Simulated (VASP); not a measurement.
A run of VASP 6.6.1:

The input INCAR:

```
SYSTEM = LuAg3O3
  PREC = Accurate
  ENCUT = 600
  EDIFF = 1E-6
  ISMEAR = 0
  SIGMA = 0.15
  LREAL = .FALSE.
  LASPH = .TRUE.
  NELM = 60
  ALGO = Normal
  ISIF = 3
  LWAVE = .FALSE.
  LCHARG = .FALSE.
  GGA = PE
  IBRION = 2
  NSW = 36
  EDIFFG = -0.08
```

The input KPOINTS:

```
Automatic mesh
0
G
  3 3 3
  0 0 0
```

Contents of POSCAR:

```
LuAg3O3
1.0
    2.6725938000      1.5430227500      4.5912115100
   -2.6725938000      1.5430227500      4.5912115100
    0.0000000000     -3.0860455000      4.5912115100
Lu Ag O
1 3 3
Direct
    0.0000000000      0.0000000000      0.0000000000
    0.5000000000      0.0000000000      0.0000000000
    0.0000000000      0.0000000000      0.5000000000
    0.0000000000      0.5000000000      0.0000000000
    0.0000000000      0.5000000000      0.5000000000
    0.5000000000      0.5000000000      0.0000000000
    0.5000000000      0.0000000000      0.5000000000
```

Potentials or basis: VASP PAW PBE potentials, release 64 (Lu, Ag, O).

Launch:

```console
$ cat potpaw_PBE.64/Lu/POTCAR potpaw_PBE.64/Ag/POTCAR potpaw_PBE.64/O/POTCAR > POTCAR
$ mpirun -np 1 vasp_std > vasp.out
```

Hardware: 1 thread of Intel(R) Xeon(R) 6975P-C (Granite Rapids) (shared host).

Problem. Estimate the wall time of this run.

Solution. Run time: 3 min on 1 thread of Intel(R) Xeon(R) 6975P-C (Granite Rapids), with other jobs on the host, peak memory 0.36 GiB. Counts: scf iterations 69, k points 6, ion steps 6.
